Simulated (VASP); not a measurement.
Crystal: Mg5ZnN4.

```
Mg Zn N
1.0
     6.75934    0.00000    0.00000
     0.00000    7.14736    0.00000
     0.00000    0.00000    5.18338
Mg Zn N
10 2 8
Cartesian
  1.7073 2.1504 3.8907
  1.7073 4.9970 3.8907
  5.0520 2.1504 3.8907
  5.0520 4.9970 3.8907
  1.6724 1.4233 1.2926
  1.6724 5.7241 1.2926
  5.0870 1.4233 1.2926
  5.0870 5.7241 1.2926
  3.3797 3.5737 1.4388
  0.0000 0.0000 3.7446
  0.0000 3.5737 1.4167
  3.3797 0.0000 3.7667
  5.0610 3.5737 0.2440
  1.6983 3.5737 0.2440
  5.0780 0.0000 4.9394
  1.6813 0.0000 4.9394
  3.3797 1.8013 2.5780
  3.3797 5.3461 2.5780
  0.0000 1.7724 2.6054
  0.0000 5.3750 2.6054
```

Base run:

```yaml
Program: VASP 6.6.1
Functional: LDA
Potentials_or_basis: VASP PAW LDA potentials, release 64 (Mg, Zn, N)
Cutoff: 520 eV
k_mesh: 4 × 4 × 6
Occupations: fermi-dirac, width 0.02 eV
Spin: no spin polarisation
```

Its results: band gap on the k mesh 0.83 eV, indirect (least direct gap 0.92 eV); pressure -8.1 GPa; largest force 0.217 eV/Å.

Q: The run is repeated on the same cell with these changes: functional from LDA to PBE; potentials or basis from VASP PAW LDA potentials, release 64 (Mg, Zn, N) to VASP PAW PBE potentials, release 64 (Mg, Zn, N). What comes out?

A: Band gap on the k mesh 0.78 eV, indirect (least direct gap 0.87 eV); pressure -0.4 GPa; largest force 0.014 eV/Å.

A k mesh can miss the band edges.
